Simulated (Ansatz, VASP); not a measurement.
## LiF in VASP and in Ansatz

File POSCAR:

```
LiF
1.0
    2.3547703600      0.0000000000      0.0000000000
    0.0000000000      2.3547703600      0.0000000000
    0.0000000000      0.0000000000      2.3547703600
Li F
1 1
Direct
    0.0000000000      0.0000000000      0.0000000000
    0.5000000000      0.5000000000      0.5000000000
```

INCAR.step1

```
SYSTEM = LiF
PREC     = Accurate       ! precision mode
ENCUT    = 520            ! plane-wave cutoff, eV
ISMEAR   = 0              ! smearing method
SIGMA    = 0.05           ! smearing width, eV
LREAL    = .FALSE.        ! projectors in reciprocal space
LASPH    = .TRUE.         ! aspherical terms in the spheres
NELM     = 60             ! most SCF steps
NBANDS   = 12             ! bands
GGA      = PE             ! functional
ALGO     = Normal         ! electronic algorithm
EDIFF    = 1E-4           ! SCF threshold, eV
LWAVE    = .TRUE.         ! write WAVECAR
LCHARG   = .FALSE.        ! write CHGCAR
```

INCAR.step2

```
SYSTEM = LiF
PREC     = Accurate       ! precision mode
ENCUT    = 520            ! plane-wave cutoff, eV
EDIFF    = 1E-7           ! SCF threshold, eV
ISMEAR   = 0              ! smearing method
SIGMA    = 0.05           ! smearing width, eV
LREAL    = .FALSE.        ! projectors in reciprocal space
LASPH    = .TRUE.         ! aspherical terms in the spheres
NELM     = 60             ! most SCF steps
ALGO     = Normal         ! electronic algorithm
ISIF     = 2              ! what is computed and relaxed
LWAVE    = .FALSE.        ! write WAVECAR
LCHARG   = .FALSE.        ! write CHGCAR
METAGGA  = R2SCAN         ! meta-GGA
LMIXTAU  = .TRUE.       
NBANDS   = 12             ! bands
ISTART   = 1
```

File KPOINTS:

```
regular mesh
0
G
  10 10 10
  0 0 0
```

Input for Ansatz:

```yaml
crystal:
  lattice:
    - [2.35477036, 0.0, 0.0]
    - [0.0, 2.35477036, 0.0]
    - [0.0, 0.0, 2.35477036]
  atoms:
    - { symbol: Li, position: [0.0, 0.0, 0.0] }
    - { symbol: F, position: [0.5, 0.5, 0.5] }
basis:
  ecutwfc: 500
kpoints:
  mp_grid: { grid: [10, 10, 10] }
hamiltonian:
  xc: r2scan
scf:
  occupations: { method: gaussian, width: 0.05 }
output:
  forces: true
  stress: true
  eigenvalues: true
```

Change from the starting cell: strain -0.080 along x and y, -0.080 along z, atoms carried along.

Alike in both runs: task single point; functional r2SCAN; k mesh 10 × 10 × 10; occupations gaussian, width 0.05 eV; no spin polarisation.

|  | VASP | Ansatz |
| --- | --- | --- |
| version | VASP 6.6.1 | Ansatz 0.2.0 |
| potentials or method | VASP PAW PBE potentials, release 64 (Li_sv, F), cutoff 520 eV | scalar-relativistic, plane waves, PAW |
| valence electrons in the cell | 10 | 10 |

Ansatz gave:

* gap on the k mesh at the Fermi level (eV): 10.98
* least direct gap on the mesh (eV): 11.97

Q: Estimate VASP's values.

A: gap on the k mesh at the Fermi level (eV): 11.34; least direct gap on the mesh (eV): 12.10.

VASP's potentials were made for PBE, not for r2SCAN.

Noted on VASP's run: the cutoff is short for stress, so the pressure is rough.
